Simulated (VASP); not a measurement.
Set up this calculation in VASP 6.6.1, as the native input.

```yaml
Task: relaxation of cell and atoms
Functional: r2SCAN
Potentials_or_basis: VASP PAW PBE potentials, release 64 (I)
Cutoff: 600 eV
k_mesh: 11 × 11 × 11
Occupations: fermi-dirac, width 0.05 eV
Spin: no spin polarisation
Dipole_correction: no
Further_INCAR_settings: ALGO = Normal; EDIFF = 1e-07; IBRION = 2; EDIFFG = -0.01; NSW = 60; ISIF = 3
```

The system is I.

```
I
1.0
    -1.61746    1.61746    4.26481
     1.61746   -1.61746    4.26481
     1.61746    1.61746   -4.26481
I
1
Direct
  0.00000 0.00000 0.00000
```

One way to write it, as run:

POSCAR

```
I
1.0
   -1.6174560000      1.6174560000      4.2648080000
    1.6174560000     -1.6174560000      4.2648080000
    1.6174560000      1.6174560000     -4.2648080000
I
1
Direct
    0.0000000000      0.0000000000      0.0000000000
```

INCAR.step1

```
SYSTEM = I
ALGO     = Normal         ! electronic algorithm
EDIFF    = 1E-4           ! SCF threshold, eV
ENCUT    = 600            ! plane-wave cutoff, eV
GGA      = PE             ! functional
ISMEAR   = -1             ! smearing method
LASPH    = .TRUE.         ! aspherical terms in the spheres
LCHARG   = .FALSE.        ! write CHGCAR
LREAL    = .FALSE.        ! projectors in reciprocal space
LWAVE    = .TRUE.         ! write WAVECAR
NELM     = 80             ! most SCF steps
PREC     = Accurate       ! precision mode
SIGMA    = 0.05           ! smearing width, eV
```

INCAR.step2

```
SYSTEM = I
ALGO     = Normal         ! electronic algorithm
EDIFF    = 1E-7           ! SCF threshold, eV
EDIFFG   = -0.01          ! ionic threshold
ENCUT    = 600            ! plane-wave cutoff, eV
IBRION   = 2              ! ionic algorithm
ISIF     = 3              ! what is computed and relaxed
ISMEAR   = -1             ! smearing method
ISTART   = 1            
LASPH    = .TRUE.         ! aspherical terms in the spheres
LCHARG   = .FALSE.        ! write CHGCAR
LMIXTAU  = .TRUE.       
LREAL    = .FALSE.        ! projectors in reciprocal space
LWAVE    = .FALSE.        ! write WAVECAR
METAGGA  = R2SCAN         ! meta-GGA
NELM     = 80             ! most SCF steps
NSW      = 60             ! ionic steps
PREC     = Accurate       ! precision mode
SIGMA    = 0.05           ! smearing width, eV
```

KPOINTS

```
k-points
0
G
  11 11 11
  0 0 0
```

Potentials or basis: VASP PAW PBE potentials, release 64 (I).

The run is started by

```bash
$ cat potpaw_PBE.64/I/POTCAR > POTCAR
$ cp INCAR.step1 INCAR
$ mpirun -np 1 vasp_std > vasp.out
$ cp INCAR.step2 INCAR
$ mpirun -np 1 vasp_std > vasp.out
```

Results of the run:

```yaml
Relaxed_volume: 40.50 Å³/atom
Relaxed_cell: a = 4.505 Å, b = 4.505 Å, c = 4.505 Å, α = 137.99°, β = 137.99°, γ = 60.91°
Space_group_after_relaxing_to_0.1_Å: I4/mmm (No. 139)
Energy_gained_by_relaxing: 9.6 meV/atom
Ionic_steps: 12
Pressure_after_relaxing: 0.0 GPa
Band_gap_on_the_k_mesh: zero (an odd number of electrons rules out a gap without spin polarisation)
```

Caveat: the PAW data sets were made with another functional, which shifts forces and pressure a little; spin-orbit coupling is left out, which moves the levels of the heavy elements; an odd number of electrons without spin polarisation forces a metal; a magnetic or distorted state may lie lower.

Run time: 33 min on 1 thread of Intel(R) Xeon(R) Platinum 8488C (Sapphire Rapids), with other jobs on the host, peak memory 0.29 GiB.
